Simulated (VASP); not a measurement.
# BN (sol) (P6_3mc) in VASP: notebook, part 2 of 2

VASP 6.6.1. The steps go on from the part before.

## Step 3: Single point, PBEsol (strained cell)

The input, INCAR:

```
SYSTEM = BN
PREC = Accurate
ENCUT = 520
EDIFF = 1E-7
ISMEAR = 0
SIGMA = 0.02
LREAL = .False.
LASPH = .True.
NELM = 80
ALGO = Normal
ISIF = 2
LWAVE = .False.
LCHARG = .True.
GGA = PS
LELF = .True.
LVHAR = .True.
NBANDS = 16
```

The input, KPOINTS:

```
regular mesh
0
Gamma
  9 9 6
  0 0 0
```

The input, POSCAR:

```
BN
1.0
    2.5118406543      0.0000000000      0.0000000000
   -1.2559203271      2.1753178169      0.0000000000
    0.0000000000      0.0000000000      4.1606277790
B N
2 2
Direct
    0.3333333333      0.6666666667     -0.0000934322
    0.6666666667      0.3333333333      0.4999065678
    0.3333333333      0.6666666667      0.3740934322
    0.6666666667      0.3333333333      0.8740934322
```

Potentials or basis: VASP PAW PBE potentials, release 64 (B, N).

Started as:

```console
cat potpaw_PBE.64/B/POTCAR potpaw_PBE.64/N/POTCAR > POTCAR
mpirun -np 1 vasp_std > vasp.out
```

OUTCAR:

```text
SYSTEM = BN
   PREC = Accurate
   ENCUT = 520
   EDIFF = 1E-7
   ISMEAR = 0
   LREAL = .False.
   LASPH = .True.
   NELM = 80
   ISIF = 2
   GGA = PS

 ion  position               nearest neighbor table
   1  0.333  0.667  1.000-   4 1.54   4 1.54   4 1.54   3 1.56
   2  0.667  0.333  0.500-   3 1.54   3 1.54   3 1.54   4 1.56
   3  0.333  0.667  0.374-   2 1.54   2 1.54   2 1.54   1 1.56
   4  0.667  0.333  0.874-   1 1.54   1 1.54   1 1.54   2 1.56

  LATTYP: Found a hexagonal cell.
 ALAT       =     2.5118406543
 C/A-ratio  =     1.6564059396

  Lattice vectors:

 A1 = (   2.5118406543,   0.0000000000,   0.0000000000)
 A2 = (  -1.2559203271,   2.1753178169,   0.0000000000)
 A3 = (   0.0000000000,   0.0000000000,   4.1606277790)

Analysis of symmetry for initial positions (statically):
=====================================================================
 Subroutine PRICEL returns:
 Original cell was already a primitive cell.

 Routine SETGRP: Setting up the symmetry group for a
 hexagonal supercell.

 Subroutine GETGRP returns: Found 12 space group operations
 (whereof  6 operations were pure point group operations)
 out of a pool of 24 trial point group operations.

The static configuration has the point symmetry C_3v.
 The point group associated with its full space group is C_6v.

Analysis of symmetry for dynamics (positions and initial velocities):
=====================================================================
 Subroutine PRICEL returns:
 Original cell was already a primitive cell.

 Routine SETGRP: Setting up the symmetry group for a
 hexagonal supercell.

 Subroutine GETGRP returns: Found 12 space group operations
 (whereof  6 operations were pure point group operations)
 out of a pool of 24 trial point group operations.

The dynamic configuration has the point symmetry C_3v.
 The point group associated with its full space group is C_6v.

 Subroutine INISYM returns: Found 12 space group operations
 (whereof  6 operations are pure point group operations),
 and found     1 'primitive' translations

----------------------------------------------------------------------------------------

                                     Primitive cell

  volume of cell :      22.7339

  direct lattice vectors                    reciprocal lattice vectors
     2.511840654  0.000000000  0.000000000     0.398114426  0.229851471  0.000000000
    -1.255920327  2.175317817  0.000000000     0.000000000  0.459702942  0.000000000
     0.000000000  0.000000000  4.160627779     0.000000000  0.000000000  0.240348345

  length of vectors
     2.511840654  2.511840654  4.160627779     0.459702942  0.459702942  0.240348345

  position of ions in fractional coordinates (direct lattice)
     0.333333333  0.666666667  0.999906568
     0.666666667  0.333333333  0.499906568
     0.333333333  0.666666667  0.374093432
     0.666666667  0.333333333  0.874093432

  ion indices of the primitive-cell ions
   primitive index   ion index
                 1           1
                 2           2
                 3           3
                 4           4

----------------------------------------------------------------------------------------

 KPOINTS: regular mesh

Automatic generation of k-mesh.
 Grid dimensions read from file:
 generate k-points for:    9    9    6

 Generating k-lattice:

  Cartesian coordinates                     Fractional coordinates (reciprocal lattice)
     0.044234936  0.025539052  0.000000000     0.111111111  0.000000000  0.000000000
     0.000000000  0.051078105  0.000000000     0.000000000  0.111111111  0.000000000
     0.000000000  0.000000000  0.040058057     0.000000000  0.000000000  0.166666667

  Length of vectors
     0.051078105  0.051078105  0.040058057

  Shift w.r.t. Gamma in fractional coordinates (k-lattice)
     0.000000000  0.000000000  0.000000000

 Subroutine IBZKPT returns following result:
 ===========================================

 Found     48 irreducible k-points:

 Following reciprocal coordinates:
            Coordinates               Weight
  0.000000  0.000000  0.000000      1.000000
  0.111111  0.000000  0.000000      6.000000
  0.222222  0.000000  0.000000      6.000000
  0.333333  0.000000  0.000000      6.000000
  0.444444  0.000000  0.000000      6.000000
  0.111111  0.111111  0.000000      6.000000
[... 16 lines left out ...]
  0.333333  0.222222  0.166667     24.000000
  0.333333  0.333333  0.166667      4.000000
 [... further k-points ...]
   k-points           NKPTS =     48   k-points in BZ     NKDIM =     48   number of bands    NBANDS=     16
   number of dos      NEDOS =    301   number of ions     NIONS =      4
   total plane-waves  NPLWV =  12800
   dimension x,y,z NGX =    20 NGY =   20 NGZ =   32
   dimension x,y,z NGXF=    40 NGYF=   40 NGZF=   64
   ions per type =               2   2
   NGX,Y,Z   is equivalent  to a cutoff of  13.24, 13.24, 12.79 a.u.
   NGXF,Y,Z  is equivalent  to a cutoff of  26.47, 26.47, 25.57 a.u.
 SYSTEM =  BN
   PREC   = accura    normal or accurate (medium, high low for compatibility)
   ISTART =      0    job   : 0-new  1-cont  2-samecut
   ICHARG =      2    charge: 1-file 2-atom 10-const
   ISPIN  =      1    spin polarized calculation?
   LNONCOLLINEAR =      F non collinear calculations
   LSORBIT =      F    spin-orbit coupling
   LASPH  =      T    aspherical Exc in radial PAW
   ENCUT  =  520.0 eV  38.22 Ry    6.18 a.u.   4.67  4.67  7.74*2*pi/ulx,y,z
   NELM   =     80;   NELMIN=  2; NELMDL= -5     # of ELM steps
   EDIFF  = 0.1E-06   stopping-criterion for ELM
   LREAL  =      F    real-space projection
   EDIFFG = 0.1E-05   stopping-criterion for IOM
   NSW    =      0    number of steps for IOM
   IBRION =     -1    ionic relax: 0-MD 1-quasi-New 2-CG
   NFREE  =      0    steps in history (QN), initial steepest desc. (CG)
   ISIF   =      2    stress and relaxation
   ISYM   =      2    0-nonsym 1-usesym 2-fastsym
   POTIM  = 0.5000    time-step for ionic-motion
   TEBEG  =    0.0;   TEEND  =   0.0 temperature during run
   PSTRESS=    0.0 pullay stress
   NELECT =      16.0000    total number of electrons
   NUPDOWN=      -1.0000    fix difference up-down
   EMIN   =  10.00;   EMAX   =-10.00  energy-range for DOS
   EFERMI =   0.00;   METHOD = LEGACY
   ISMEAR =     0;   SIGMA  =   0.02  broadening in eV -4-tet -1-fermi 0-gaus
   EFERMI_NEDOS =   21; number of points for ismear=-14 and -15
   IALGO  =     38    algorithm
   IMIX   =      4    mixing-type and parameters
     AMIX     =   0.40;   BMIX     =  1.00
     AMIX_MAG =   1.60;   BMIX_MAG =  1.00
  volume/ion in A,a.u.               =       5.68        38.35
  Fermi-wavevector in a.u.,A,eV,Ry     =   1.456209  2.751835 28.851747  2.120544
  Thomas-Fermi vector in A             =   2.573154
   LORBIT       =      0    0 simple, 1 ext, 2 COOP (PROOUT), +10 PAW based schemes
   GGA     = PS    functional components
   LHFCALC =     F    Hartree Fock is set to
   AEXX    =    0.0000 exact exchange contribution
   IVDW    =     0    specifies the selected vdW correction
   LEPSILON=     F    determine dielectric tensor
   LRPA    =     F    only Hartree local field effects (RPA)
 non-spin polarized calculation
 Gauss-broadening in eV      SIGMA  =   0.02
  energy-cutoff  :      520.00
  volume of cell :       22.73
 maximum number of plane-waves:       628
 NGX is ok and might be reduce to    20
   NGX =  9   NGY =  9   NGZ = 15

 number of electron      15.9999998 magnetization

 Free energy of the ion-electron system (eV)
  ---------------------------------------------------
  ext. energy  EPLUGINS =         0.00000000
  ---------------------------------------------------
  free energy    TOTEN  =       -36.58912649 eV

  energy without entropy =      -36.58912649  energy(sigma->0) =      -36.58912649

 E-fermi :   8.1109     XC(G=0): -13.1961

 val. band max:        8.0214521558   @ k =   0.0000   0.0000   0.0000
 cond. band min:      12.8859394990   @ k =   0.3333   0.3333   0.0000
 fundamental gap:      4.8644873432
 Fermi energy:         8.1109247822

 k-point     1 :       0.0000    0.0000    0.0000
  band No.  band energies     occupation
      1     -12.8736      2.00000
      2      -8.4991      2.00000
      3      -3.3813      2.00000
      4       5.8072      2.00000
      5       5.8072      2.00000
      6       7.7030      2.00000
[... 433 lines left out ...]
      3      -1.5311      2.00000
      4      -0.0444      2.00000
      5      -0.0444      2.00000
      6       1.8496      2.00000
[... 8 lines left out ...]
     15      24.6210      0.00000
     16      24.6210      0.00000

 [... further k-points ...]
[... 5 lines left out ...]
  --------------------------------------------------------------------------------------
  -------------------------------------------------------------------------------------
  Total        2.0971762      2.0971762      1.9262569      0.0000000      0.0000000      0.0000000
  in kB      147.7991169    147.7991169    135.7535301      0.0000000      0.0000000      0.0000000
  external PRESSURE =     143.7839213 kB  Pullay stress =       0.0000000 kB

 VOLUME and BASIS-vectors are now :
 -----------------------------------------------------------------------------
  energy-cutoff  :      520.00
  volume of cell :       22.73
      direct lattice vectors                 reciprocal lattice vectors
     2.511840654  0.000000000  0.000000000     0.398114426  0.229851471  0.000000000
    -1.255920327  2.175317817  0.000000000     0.000000000  0.459702942  0.000000000
     0.000000000  0.000000000  4.160627779     0.000000000  0.000000000  0.240348345

 POSITION                                       TOTAL-FORCE (eV/Angst)
 -----------------------------------------------------------------------------------
     -0.00000      1.45021      4.16024         0.000000     -0.000000      0.004242
      1.25592      0.72511      2.07993        -0.000000      0.000000      0.004242
     -0.00000      1.45021      1.55646         0.000000      0.000000     -0.004242
      1.25592      0.72511      3.63678        -0.000000     -0.000000     -0.004242
 -----------------------------------------------------------------------------------
    total drift:                               -0.000000      0.000000     -0.000300

  FREE ENERGIE OF THE ION-ELECTRON SYSTEM (eV)
  ---------------------------------------------------
  free  energy   TOTEN  =       -36.5891264855 eV

  energy  without entropy=      -36.5891264855  energy(sigma->0) =      -36.58912649
```

OSZICAR:

```text
N       E                     dE             d eps       ncg     rms          rms(c)
DAV:   1     0.360189574190E+02    0.36019E+02   -0.82240E+03  1544   0.974E+02
DAV:   2    -0.364250924205E+02   -0.72444E+02   -0.67611E+02  2136   0.233E+02
DAV:   3    -0.386146100248E+02   -0.21895E+01   -0.21841E+01  1776   0.368E+01
DAV:   4    -0.386195075662E+02   -0.48975E-02   -0.48970E-02  1840   0.197E+00
DAV:   5    -0.386195197392E+02   -0.12173E-04   -0.12173E-04  1744   0.920E-02    0.961E+00
DAV:   6    -0.368185372602E+02    0.18010E+01   -0.20725E+00  1952   0.130E+01    0.469E+00
DAV:   7    -0.366319011854E+02    0.18664E+00   -0.32475E-01  1968   0.453E+00    0.275E+00
DAV:   8    -0.365902066786E+02    0.41695E-01   -0.51318E-02  1880   0.179E+00    0.249E-01
DAV:   9    -0.365890522972E+02    0.11544E-02   -0.20320E-03  1736   0.509E-01    0.135E-01
DAV:  10    -0.365891256151E+02   -0.73318E-04   -0.23750E-04  1880   0.126E-01    0.198E-02
DAV:  11    -0.365891260768E+02   -0.46171E-06   -0.19207E-05  1960   0.404E-02    0.116E-02
DAV:  12    -0.365891264589E+02   -0.38204E-06   -0.25203E-06  1896   0.159E-02    0.128E-03
DAV:  13    -0.365891264855E+02   -0.26601E-07   -0.73286E-08   848   0.284E-03
   1 F= -.36589126E+02 E0= -.36589126E+02  d E =-.944264E-13
```

stdout:

```text
POSCAR found type information on POSCAR B N
 POSCAR found :  2 types and       4 ions
 scaLAPACK will be used
 -----------------------------------------------------------------------------
|                                                                             |
|                                                                             |
|     You enforced a specific xc type in the INCAR file but a different       |
|     I HOPE YOU KNOW WHAT YOU ARE DOING!                                     |
|                                                                             |
 -----------------------------------------------------------------------------

 LDA part: xc-table for (Slater+PW92), standard interpolation
 POSCAR, INCAR and KPOINTS ok, starting setup
 FFT: planning ... GRIDC
 FFT: planning ... GRID_SOFT
 FFT: planning ... GRID
 WAVECAR not read
 entering main loop
```

It took 7.6 s on 1 thread of Intel Xeon 6975P-C (Granite Rapids), shared host; peak memory 0.13 GiB.

Results:

| Quantity | Value |
| --- | --- |
| Free energy | -36.5891 eV |
| Pressure | 14.4 GPa |
| Largest force | 0.004 eV/Å |
| Band gap on the k mesh | 4.86 eV, indirect (least direct gap 8.37 eV) |

Forces in eV/Å, atoms in the order of the input:
```
B    0.000  0.000  0.004
B    0.000  0.000  0.004
N    0.000  0.000 -0.004
N    0.000  0.000 -0.004
```

Stress tensor (GPa, compression positive):
```
14.78  0.00  0.00
 0.00 14.78  0.00
 0.00  0.00 13.58
```

Levels at points of the mesh, in eV from the valence-band top:
```tsv
k point	band 4	band 5	band 6	band 7	band 8	band 9	band 10	band 11	band 12	band 13
(0.00, 0.00, 0.00)	-2.21	-2.21	-0.32	0.00	0.00	8.47	8.47	8.72	9.98	11.29
(0.00, 0.00, 0.50)	-5.95	-1.23	-1.23	-1.23	-1.23	9.80	9.80	10.07	10.07	10.07
```

Caveat: the cell differs from its parent crystal (strained cell); the PAW data sets were made with another functional, which shifts forces and pressure a little.
